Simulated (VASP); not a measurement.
# PtSe2 (P-3m1) in VASP: single point with PBEsol

Aim: the single point of PtSe2 with PBEsol.

Program: VASP 6.6.1. These are calculated values, not measurements. Logs are shortened: lines on timing, memory, paths and dates and some standing lists are left out, and cuts for length are marked.

**1. The cell of the first run**

It takes space group P-3m1 (No. 164, trigonal). Conventional cell: a = 3.760 Å, b = 3.760 Å, c = 4.864 Å, α = 90.00°, β = 90.00°, γ = 120.00°. Within 3.3 Å of Pt (site symmetry -3m) lie 6 Se at 2.51 Å. Within 3.4 Å of Se (site symmetry 3m) lie 3 Pt at 2.51 Å and 6 Se at 3.18 to 3.34 Å.

**2. Single point, PBEsol**

INCAR

```
SYSTEM = PtSe2
PREC = Accurate ; ENCUT = 500
EDIFF = 1E-6 ; ISMEAR = 0
SIGMA = 0.1 ; LREAL = .FALSE.
LASPH = .TRUE. ; NELM = 120
ALGO = Normal ; ISIF = 2
LWAVE = .FALSE. ; LCHARG = .TRUE.
GGA = PS ; LELF = .TRUE.
LVHAR = .TRUE. ; NBANDS = 18
GGA_COMPAT = .FALSE.
```

KPOINTS

```
Automatic mesh
0
G
  6 6 4
  0 0 0
```

POSCAR

```
PtSe2
1.0
    3.7602794085     -0.0000000029      0.0000000000
   -1.8801397017      3.2564974945      0.0000000000
    0.0000000000      0.0000000000      4.8639749018
Pt Se
1 2
Direct
    0.0000000000      0.0000000000      0.0000000000
    0.6666666667      0.3333333333      0.7393362675
    0.3333333333      0.6666666667      0.2606637325
```

Potentials or basis: VASP PAW PBE potentials, release 64 (Pt, Se).

Launch:

```
$ cat potpaw_PBE.64/Pt/POTCAR potpaw_PBE.64/Se/POTCAR > POTCAR
$ mpirun -np 1 vasp_std > vasp.out
```

OUTCAR:

```text
SYSTEM = PtSe2
   PREC = Accurate
   ENCUT = 500
   EDIFF = 1E-6
   ISMEAR = 0
   LREAL = .FALSE.
   LASPH = .TRUE.
   NELM = 120
   ISIF = 2
   GGA = PS

 ion  position               nearest neighbor table
   1  0.000  0.000  0.000-   2 2.51   3 2.51   3 2.51   2 2.51   2 2.51   3 2.51
   2  0.667  0.333  0.739-   1 2.51   1 2.51   1 2.51
   3  0.333  0.667  0.261-   1 2.51   1 2.51   1 2.51

  LATTYP: Found a hexagonal cell.
 ALAT       =     3.7602794085
 C/A-ratio  =     1.2935142242

  Lattice vectors:

 A1 = (   3.7602794085,  -0.0000000029,   0.0000000000)
 A2 = (  -1.8801397017,   3.2564974945,   0.0000000000)
 A3 = (   0.0000000000,   0.0000000000,   4.8639749018)

Analysis of symmetry for initial positions (statically):
=====================================================================
 Subroutine PRICEL returns:
 Original cell was already a primitive cell.

 Routine SETGRP: Setting up the symmetry group for a
 hexagonal supercell.

 Subroutine GETGRP returns: Found 12 space group operations
 (whereof 12 operations were pure point group operations)
 out of a pool of 24 trial point group operations.

The static configuration has the point symmetry D_3d.

Analysis of symmetry for dynamics (positions and initial velocities):
=====================================================================
 Subroutine PRICEL returns:
 Original cell was already a primitive cell.

 Routine SETGRP: Setting up the symmetry group for a
 hexagonal supercell.

 Subroutine GETGRP returns: Found 12 space group operations
 (whereof 12 operations were pure point group operations)
 out of a pool of 24 trial point group operations.

The dynamic configuration has the point symmetry D_3d.

 Subroutine INISYM returns: Found 12 space group operations
 (whereof 12 operations are pure point group operations),
 and found     1 'primitive' translations

----------------------------------------------------------------------------------------

                                     Primitive cell

  volume of cell :      59.5610

  direct lattice vectors                    reciprocal lattice vectors
     3.760279409 -0.000000003  0.000000000     0.265937685  0.153539194  0.000000000
    -1.880139702  3.256497495  0.000000000     0.000000000  0.307078388  0.000000000
     0.000000000  0.000000000  4.863974902     0.000000000  0.000000000  0.205593166

  length of vectors
     3.760279409  3.760279408  4.863974902     0.307078388  0.307078388  0.205593166

  position of ions in fractional coordinates (direct lattice)
     0.000000000  0.000000000  0.000000000
     0.666666667  0.333333333  0.739336268
     0.333333333  0.666666667  0.260663732

  ion indices of the primitive-cell ions
   primitive index   ion index
                 1           1
                 2           2
                 3           3

----------------------------------------------------------------------------------------

 KPOINTS: Automatic mesh

Automatic generation of k-mesh.
 Grid dimensions read from file:
 generate k-points for:    6    6    4

 Generating k-lattice:

  Cartesian coordinates                     Fractional coordinates (reciprocal lattice)
     0.044322947  0.025589866  0.000000000     0.166666667 -0.000000000  0.000000000
     0.000000000  0.051179731  0.000000000     0.000000000  0.166666667  0.000000000
     0.000000000  0.000000000  0.051398292     0.000000000  0.000000000  0.250000000

  Length of vectors
     0.051179731  0.051179731  0.051398292

  Shift w.r.t. Gamma in fractional coordinates (k-lattice)
     0.000000000  0.000000000  0.000000000

 Subroutine IBZKPT returns following result:
 ===========================================

 Found     24 irreducible k-points:

 Following reciprocal coordinates:
            Coordinates               Weight
  0.000000  0.000000  0.000000      1.000000
  0.166667  0.000000  0.000000      6.000000
  0.333333  0.000000  0.000000      6.000000
  0.500000  0.000000  0.000000      3.000000
  0.166667  0.166667  0.000000      6.000000
  0.333333  0.166667  0.000000     12.000000
[... 16 lines left out ...]
  0.333333  0.166667  0.500000     12.000000
  0.333333  0.333333  0.500000      2.000000
   k-points           NKPTS =     24   k-points in BZ     NKDIM =     24   number of bands    NBANDS=     18
   number of dos      NEDOS =    301   number of ions     NIONS =      3
   total plane-waves  NPLWV =  28224
   dimension x,y,z NGX =    28 NGY =   28 NGZ =   36
   dimension x,y,z NGXF=    56 NGYF=   56 NGZF=   72
   ions per type =               1   2
   NGX,Y,Z   is equivalent  to a cutoff of  12.38, 12.38, 12.30 a.u.
   NGXF,Y,Z  is equivalent  to a cutoff of  24.76, 24.76, 24.61 a.u.
 SYSTEM =  PtSe2
   PREC   = accura    normal or accurate (medium, high low for compatibility)
   ISTART =      0    job   : 0-new  1-cont  2-samecut
   ICHARG =      2    charge: 1-file 2-atom 10-const
   ISPIN  =      1    spin polarized calculation?
   LNONCOLLINEAR =      F non collinear calculations
   LSORBIT =      F    spin-orbit coupling
   LASPH  =      T    aspherical Exc in radial PAW
   ENCUT  =  500.0 eV  36.75 Ry    6.06 a.u.   6.86  6.86  8.87*2*pi/ulx,y,z
   NELM   =    120;   NELMIN=  2; NELMDL= -5     # of ELM steps
   EDIFF  = 0.1E-05   stopping-criterion for ELM
   LREAL  =      F    real-space projection
   EDIFFG = 0.1E-04   stopping-criterion for IOM
   NSW    =      0    number of steps for IOM
   IBRION =     -1    ionic relax: 0-MD 1-quasi-New 2-CG
   NFREE  =      0    steps in history (QN), initial steepest desc. (CG)
   ISIF   =      2    stress and relaxation
   ISYM   =      2    0-nonsym 1-usesym 2-fastsym
   POTIM  = 0.5000    time-step for ionic-motion
   TEBEG  =    0.0;   TEEND  =   0.0 temperature during run
   PSTRESS=    0.0 pullay stress
   NELECT =      22.0000    total number of electrons
   NUPDOWN=      -1.0000    fix difference up-down
   EMIN   =  10.00;   EMAX   =-10.00  energy-range for DOS
   EFERMI =   0.00;   METHOD = LEGACY
   ISMEAR =     0;   SIGMA  =   0.10  broadening in eV -4-tet -1-fermi 0-gaus
   EFERMI_NEDOS =   21; number of points for ismear=-14 and -15
   IALGO  =     38    algorithm
   IMIX   =      4    mixing-type and parameters
     AMIX     =   0.40;   BMIX     =  1.00
     AMIX_MAG =   1.60;   BMIX_MAG =  1.00
  volume/ion in A,a.u.               =      19.85       133.98
  Fermi-wavevector in a.u.,A,eV,Ry     =   1.174614  2.219698 18.772188  1.379717
  Thomas-Fermi vector in A             =   2.311008
   LORBIT       =      0    0 simple, 1 ext, 2 COOP (PROOUT), +10 PAW based schemes
   GGA     = PS    functional components
   LHFCALC =     F    Hartree Fock is set to
   AEXX    =    0.0000 exact exchange contribution
   IVDW    =     0    specifies the selected vdW correction
   LEPSILON=     F    determine dielectric tensor
   LRPA    =     F    only Hartree local field effects (RPA)
 non-spin polarized calculation
 Gauss-broadening in eV      SIGMA  =   0.10
  energy-cutoff  :      500.00
  volume of cell :       59.56
 maximum number of plane-waves:      1530
   NGX = 13   NGY = 13   NGZ = 17

 number of electron      21.9999997 magnetization

 Free energy of the ion-electron system (eV)
  ---------------------------------------------------
  ext. energy  EPLUGINS =         0.00000000
  ---------------------------------------------------
  free energy    TOTEN  =       -15.91037833 eV

  energy without entropy =      -15.90589402  energy(sigma->0) =      -15.90813617

 E-fermi :   6.5667     XC(G=0): -10.9601

 val. band max:        6.5392812319   @ k =   0.3333   0.3333   0.0000
 cond. band min:       6.6798191756   @ k =   0.1667   0.1667   0.5000
 fundamental gap:      0.1405379437
 Fermi energy:         6.5667134249

 k-point     1 :       0.0000    0.0000    0.0000
  band No.  band energies     occupation
      1      -9.1577      2.00000
      2      -6.0832      2.00000
      3      -0.6186      2.00000
      4       0.2223      2.00000
      5       0.2223      2.00000
      6       2.7162      2.00000
[... 10 lines left out ...]
     17      13.7629      0.00000
     18      18.2150      0.00000

 k-point     2 :       0.1667    0.0000    0.0000
  band No.  band energies     occupation
      1      -8.8593      2.00000
      2      -6.2470      2.00000
      3      -0.2546      2.00000
      4       0.4131      2.00000
      5       0.4947      2.00000
      6       2.2034      2.00000
[... 10 lines left out ...]
     17      14.5781      0.00000
     18      15.6371      0.00000

 k-point     3 :       0.3333    0.0000    0.0000
  band No.  band energies     occupation
      1      -8.0895      2.00000
      2      -6.6347      2.00000
      3       0.1498      2.00000
      4       0.8025      2.00000
      5       0.8100      2.00000
      6       1.4808      2.00000
[... 10 lines left out ...]
     17      14.2797      0.00000
     18      15.1902      0.00000

 k-point     4 :       0.5000    0.0000    0.0000
  band No.  band energies     occupation
      1      -7.3408      2.00000
      2      -7.1141      2.00000
      3      -0.6523      2.00000
      4       0.9570      2.00000
      5       1.3582      2.00000
      6       2.6254      2.00000
[... 375 lines left out ...]
      4       0.2243      2.00000
      5       1.1332      2.00000
      6       1.7865      2.00000
[... 10 lines left out ...]
     17      14.7240      0.00000
     18      15.7869      0.00000

 k-point    23 :       0.3333    0.1667    0.5000
  band No.  band energies     occupation
      1      -7.2948      2.00000
      2      -7.0297      2.00000
      3      -0.5961      2.00000
      4       0.1066      2.00000
      5       1.0573      2.00000
      6       1.9259      2.00000
[... 10 lines left out ...]
     17      15.1952      0.00000
     18      16.5122      0.00000

 k-point    24 :       0.3333    0.3333    0.5000
  band No.  band energies     occupation
      1      -7.0576      2.00000
      2      -7.0576      2.00000
      3       0.0752      2.00000
      4       0.0752      2.00000
      5       0.4497      2.00000
      6       2.1716      2.00000
[... 10 lines left out ...]
     17      14.0733      0.00000
     18      16.6981      0.00000

------------------------ aborting loop because EDIFF is reached ----------------------------------------

  FORCE on cell =-STRESS in cart. coord.  units (eV):
  Direction    XX          YY          ZZ          XY          YZ          ZX
  --------------------------------------------------------------------------------------
  -------------------------------------------------------------------------------------
  Total        0.0122792      0.0122792      0.0926410      0.0000000     -0.0000000     -0.0000000
  in kB        0.3303069      0.3303069      2.4920217      0.0000000     -0.0000000     -0.0000000
  external PRESSURE =       1.0508785 kB  Pullay stress =       0.0000000 kB

 VOLUME and BASIS-vectors are now :
 -----------------------------------------------------------------------------
  energy-cutoff  :      500.00
  volume of cell :       59.56
      direct lattice vectors                 reciprocal lattice vectors
     3.760279409 -0.000000003  0.000000000     0.265937685  0.153539194  0.000000000
    -1.880139702  3.256497495  0.000000000     0.000000000  0.307078388  0.000000000
     0.000000000  0.000000000  4.863974902     0.000000000  0.000000000  0.205593166

 POSITION                                       TOTAL-FORCE (eV/Angst)
 -----------------------------------------------------------------------------------
      0.00000      0.00000      0.00000         0.000000      0.000000     -0.000000
      1.88014      1.08550      3.59611        -0.000000      0.000000     -0.043491
      0.00000      2.17100      1.26786         0.000000     -0.000000      0.043491
 -----------------------------------------------------------------------------------
    total drift:                                0.000000      0.000000     -0.000000

  FREE ENERGIE OF THE ION-ELECTRON SYSTEM (eV)
  ---------------------------------------------------
  free  energy   TOTEN  =       -15.9103783295 eV

  energy  without entropy=      -15.9058940175  energy(sigma->0) =      -15.90813617
```

It took 43 s on 1 thread of Intel Xeon 8259CL, shared host; peak memory 0.18 GiB.

What came out:

| Property | Result |
| --- | --- |
| Free energy | -15.9104 eV |
| Pressure | 0.1 GPa |
| Largest force | 0.043 eV/Å |
| Band gap on the k mesh | zero (bands 11 and 12 overlap by 0.76 eV) |

Forces on the atoms (eV/Å):
```
Pt   0.000  0.000  0.000
Se   0.000  0.000 -0.043
Se   0.000  0.000  0.043
```

Caveat: the PAW data sets were made with another functional, which shifts forces and pressure a little; spin-orbit coupling is left out, which moves the levels of the heavy elements.
